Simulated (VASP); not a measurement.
Wanted: the native input for a VASP 6.6.1 run.

- Task: single point
- Functional: PBE
- Dispersion: D3(BJ)
- Potentials or basis: VASP PAW PBE potentials, release 64 (N)
- Cutoff: 520 eV
- k mesh: 6 × 6 × 4
- Occupations: gaussian, width 0.02 eV
- Spin: no spin polarisation
- Dipole correction: no
- Further INCAR settings: ALGO = Normal; EDIFF = 1e-07; NBANDS = 18

The structure of N lies in POSCAR:

```
N
1.0
    3.9733372605      0.0000000000      0.0000000000
    0.0000000000      3.9733372605      0.0000000000
    0.0000000000      0.0000000000      5.1452855852
N
4
Direct
    0.9019934244      0.9019934244      0.0000000000
    0.5980065756      0.4019934244      0.5000000000
    0.0980065756      0.0980065756      0.0000000000
    0.4019934244      0.5980065756      0.5000000000
```

One way to write it, as run:

INCAR

```
PREC = Accurate ; ENCUT = 520
EDIFF = 1E-7 ; ISMEAR = 0
SIGMA = 0.02 ; LREAL = False
LASPH = True ; NELM = 80
ALGO = Normal ; ISIF = 2
LWAVE = False ; LCHARG = False
GGA = PE ; IVDW = 12
NBANDS = 18
```

KPOINTS

```
Automatic mesh
0
Gamma
  6 6 4
```

Potentials or basis: VASP PAW PBE potentials, release 64 (N).

Command:

```console
$ cat potpaw_PBE.64/N/POTCAR > POTCAR
$ mpirun -np 1 vasp_std > vasp.out
```

It gave:

```yaml
Pressure: 2.6 GPa
Largest_force: 1.746 eV/Å
Band_gap_on_the_k_mesh: 6.73 eV (least direct gap 6.96 eV)
Dispersion_energy_per_atom: -0.063 eV
```

Caveat: the standard files for N, O and F lose accuracy on very short bonds; forces of over 1 eV/Å act on the atoms, so gaps and moduli don't describe the material at rest.

It took 54 s on 1 thread of Intel Xeon 8259CL (shared host), peak memory 0.19 GiB.
